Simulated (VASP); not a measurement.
MnO2:

```
Mn O
1.0
     4.39830    0.00000    0.00000
     0.00000    4.39830    0.00000
     0.00000    0.00000    2.87300
Mn O
2 4
Cartesian
  0.0000 0.0000 0.0000
  2.1991 2.1991 1.4365
  1.3421 1.3421 0.0000
  0.8570 3.5413 1.4365
  3.0562 3.0562 0.0000
  3.5413 0.8570 1.4365
```

Base run:

```yaml
Program: VASP 6.6.1
Functional: PBE
Potentials_or_basis: VASP PAW PBE potentials, release 64 (Mn_pv, O)
Cutoff: 600 eV
k_mesh: 5 × 5 × 7
Occupations: gaussian, width 0.1 eV
Spin: collinear spin
Starting_moments: "[0.14, 0.14, 0.0, 0.0, 0.0, 0.0] μB"
Hubbard_terms: Mn d U = 6.3 eV
```

Its results: pressure 17.3 GPa; net moment 6.06 μB per cell; site moments Mn +3.28; O -0.14 μB; largest force 0.201 eV/Å.

Problem. The run is repeated on the same cell with these changes: spin from collinear spin to collinear spin, antiferromagnetic start; moments at the start from [0.14, 0.14, 0.0, 0.0, 0.0, 0.0] to [4.5, -4.5, 0.0, 0.0, 0.0, 0.0]. What comes out?

Solution. Pressure 14.3 GPa; net moment 0.00 μB per cell; site moments Mn +3.15, -3.15; O +0.01, -0.01 (each value once) μB; largest force 0.137 eV/Å.

Caveats: the cell stands under pressure.
